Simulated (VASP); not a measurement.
## TlPt: single point with PBE

TlPt:

```
Tl Pt
1.0
     5.56738    0.00000    0.00000
    -2.78369    4.82149    0.00000
     0.00000    0.00000    4.60786
Tl Pt
3 3
Direct
  0.00000 0.50000 0.00000
  0.50000 0.50000 0.00000
  0.50000 0.00000 0.00000
  0.66667 0.33333 0.50000
  0.33333 0.66667 0.50000
  0.00000 0.00000 0.00000
```

- Program: VASP 6.6.1
- Task: single point
- Functional: PBE
- Potentials or basis: VASP PAW PBE potentials, release 64 (Tl_d, Pt)
- Cutoff: 520 eV
- k mesh: 6 × 6 × 6
- Occupations: fermi-dirac, width 0.05 eV
- Spin: no spin polarisation

| Property | Result |
| --- | --- |
| Pressure | 16.5 GPa |

Stress tensor (GPa, compression positive):
```
21.32  0.00  0.00
 0.00 21.32  0.00
 0.00  0.00  6.73
```

Levels at points of the mesh, in eV from the Fermi level:
```csv
k point,band 33,band 34,band 35,band 36,band 37,band 38
"(0.00, 0.00, 0.00)",-0.47,-0.47,0.00,0.00,0.13,0.58
"(0.50, 0.00, 0.00)",-1.02,-0.07,1.70,2.00,2.75,3.10
"(0.00, 0.00, 0.50)",-1.27,-0.03,-0.03,1.69,1.69,1.75
"(0.50, 0.00, 0.50)",-1.25,-0.69,-0.60,0.02,1.49,3.43
```

Run time: 100 s on 1 thread of Intel(R) Xeon(R) Platinum 8488C (Sapphire Rapids), with other jobs on the host, peak memory 0.31 GiB.

Caveat: spin-orbit coupling is left out, which moves the levels of the heavy elements.
